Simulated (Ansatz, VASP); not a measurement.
## ZnAu: VASP beside Ansatz

```
Zn Au
1.0
     3.12742    0.03709    0.01267
     0.03709    3.15829   -0.00972
     0.01267   -0.00972    3.17985
Zn Au
1 1
Direct
  0.50000 0.50000 0.50000
  0.00000 0.00000 0.00000
```

Alike in both runs: task single point; functional PBEsol; dispersion D3(BJ); k mesh 1 × 1 × 1; occupations gaussian, width 0.1 eV; no spin polarisation.

|  | VASP | Ansatz |
| --- | --- | --- |
| version | VASP 6.6.1 | Ansatz 0.2.0 |
| potentials or method | VASP PAW PBE potentials, release 64 (Zn, Au_sv_GW), cutoff 540 eV | scalar-relativistic, plane waves, PAW |
| valence electrons in the cell | 31 | 31 |

VASP gave:

- pressure (GPa): -0.7
- traceless stress, the component that is largest in VASP (GPa): 96.69

Question: What did Ansatz give for the same quantities?

Answer: Pressure (GPa): -0.5; traceless stress, the component that is largest in VASP (GPa): 96.42.

VASP's potentials were made for PBE, not for PBEsol.

The k mesh is coarse, so the values compare programs but aren't converged. Neither program's run includes spin-orbit coupling.
